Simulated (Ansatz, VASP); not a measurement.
# One calculation of BaTe, two programs

INCAR

```
SYSTEM = BaTe
PREC = Accurate
ENCUT = 520
EDIFF = 1E-7
ISMEAR = 0
SIGMA = 0.01
LREAL = .FALSE.
LASPH = .TRUE.
NELM = 100
ALGO = Normal
ISIF = 2
LWAVE = .FALSE.
LCHARG = .TRUE.
LELF = .TRUE.
LVHAR = .TRUE.
NBANDS = 15
```

KPOINTS

```
regular mesh
0
G
  6 6 6
  0 0 0
```

Contents of POSCAR:

```
BaTe
1.0
    0.0000000000      3.4503105878      3.4503105878
    3.4503105878      0.0000000000      3.4503105878
    3.4503105878      3.4503105878      0.0000000000
Ba Te
1 1
Direct
    0.0000000000      0.0000000000      0.0000000000
    0.5000000000      0.5000000000      0.5000000000
```

Input for Ansatz:

```yaml
crystal:
  lattice:
    - [0.0, 3.45031058776, 3.45031058776]
    - [3.45031058776, 0.0, 3.45031058776]
    - [3.45031058776, 3.45031058776, 0.0]
  atoms:
    - { symbol: Ba, position: [0.0, 0.0, 0.0] }
    - { symbol: Te, position: [0.5, 0.5, 0.5] }
kpoints:
  mp_grid: { grid: [6, 6, 6] }
scf:
  occupations: { method: fixed }
  convergence: { dr2_threshold: 1.0e-10 }
hamiltonian:
  xc: lda
  pseudopotentials: { kind: all_electron, lapw: { basis_error: 0.0005 } }
output:
  forces: true
  stress: true
  eigenstates:
    kpoints:
      - [0.0, 0.0, 0.0]
      - [0.0, -0.5, -0.5]
      - [-0.5, 0.0, -0.5]
      - [-0.5, -0.5, 0.0]
      - [-0.5, 0.0, 0.0]
      - [0.0, -0.5, 0.0]
      - [0.0, 0.0, -0.5]
      - [-0.5, -0.5, -0.5]
  eigenvalues: true
```

Alike in both runs: task single point; functional LDA; k mesh 6 × 6 × 6; no spin polarisation.

|  | VASP | Ansatz |
| --- | --- | --- |
| version | VASP 6.6.1 | Ansatz 0.2.0 |
| potentials or method | VASP PAW LDA potentials, release 64 (Ba_sv, Te), cutoff 520 eV | all-electron LAPW, scalar-relativistic |
| occupations | gaussian, width 0.01 eV | fixed |

|  | VASP | Ansatz | Ansatz less VASP |
| --- | --- | --- | --- |
| gap on the k mesh at the Fermi level (eV) | 1.29 | 1.39 | +0.099 |
| pressure (GPa) | -0.1 | -0.5 | -0.43 |

LDA's correlation is that of Perdew and Zunger in VASP and of Perdew and Wang (1992) in Ansatz. Ansatz ran all-electron here, and VASP with PAW potentials.

Neither program's run includes spin-orbit coupling.
